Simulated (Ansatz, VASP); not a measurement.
## BaTe: VASP beside Ansatz

Contents of INCAR:

```
SYSTEM = BaTe
PREC = Accurate ; ENCUT = 520
EDIFF = 1E-7 ; ISMEAR = 0
SIGMA = 0.01 ; LREAL = .FALSE.
LASPH = .TRUE. ; NELM = 80
ALGO = Normal ; ISIF = 2
LWAVE = .FALSE. ; LCHARG = .TRUE.
GGA = PE ; LELF = .TRUE.
LVHAR = .TRUE. ; NBANDS = 15
```

Contents of KPOINTS:

```
regular mesh
0
G
  6 6 6
  0 0 0
```

Contents of POSCAR:

```
BaTe
1.0
    4.3280710235      0.0000000000      0.0000000000
    0.0000000000      4.3280710235      0.0000000000
    0.0000000000      0.0000000000      4.3280710235
Ba Te
1 1
Direct
    0.0000000000      0.0000000000      0.0000000000
    0.5000000000      0.5000000000      0.5000000000
```

Input for Ansatz:

```yaml
crystal:
  lattice:
    - [4.3280710235, 0.0, 0.0]
    - [0.0, 4.3280710235, 0.0]
    - [0.0, 0.0, 4.3280710235]
  atoms:
    - { symbol: Ba, position: [0.0, 0.0, 0.0] }
    - { symbol: Te, position: [0.5, 0.5, 0.5] }
kpoints:
  mp_grid: { grid: [6, 6, 6] }
hamiltonian:
  xc: pbe
scf:
  occupations: { method: fixed }
  n_extra_bands: 4
output:
  forces: true
  stress: true
  eigenvalues: true
```

Alike in both runs: task single point; functional PBE; k mesh 6 × 6 × 6; no spin polarisation.

```csv
,VASP,Ansatz
version,VASP 6.6.1,Ansatz 0.2.0
potentials or method,"VASP PAW PBE potentials, release 64 (Ba_sv, Te)","plane waves, PAW"
plane-wave cutoff (eV),520,420
occupations,"gaussian, width 0.01 eV",fixed
valence electrons in the cell,16,26
```

```csv
,VASP,Ansatz,Ansatz less VASP
gap on the k mesh at the Fermi level (eV),0.88,0.97,+0.088
pressure (GPa),-1.3,-1.6,-0.37
```

VASP's potentials hold 16 valence electrons a cell and Ansatz's 26, so a difference there can come from the potentials and not from the codes.

Neither program's run includes spin-orbit coupling.
